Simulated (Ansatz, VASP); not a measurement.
## Two plane-wave programs on CaF

```
Ca F
1.0
     0.00000    2.64057    2.64057
     2.64057    0.00000    2.64057
     2.64057    2.64057    0.00000
Ca F
1 1
Cartesian
  0.0000 0.0000 0.0000
  2.6406 2.6406 2.6406
```

Change from the starting cell: species swapped into the BaO type (Fm-3m, No. 225).

Alike in both runs: task relaxation of cell and atoms; functional PBE; k mesh 18 × 18 × 18; occupations gaussian, width 0.1 eV; no spin polarisation.

|  | VASP | Ansatz |
| --- | --- | --- |
| version | VASP 6.6.1 | Ansatz 0.2.0 |
| potentials or method | VASP PAW PBE potentials, release 64 (Ca_sv, F), cutoff 600 eV | scalar-relativistic, plane waves, PAW |
| valence electrons in the cell | 17 | 17 |

|  | VASP | Ansatz | Ansatz less VASP |
| --- | --- | --- | --- |
| gap on the k mesh at the Fermi level, each at its own relaxed structure (eV) | none | none | - |
| relaxed volume (Å³/atom) | 18.73 | 18.75 | +0.024 |
| relaxed cell length with the largest relative difference (Å) | 3.755 | 3.757 | +0.0016 |

A gap of «none» marks a metal or a gap that the smearing closes.
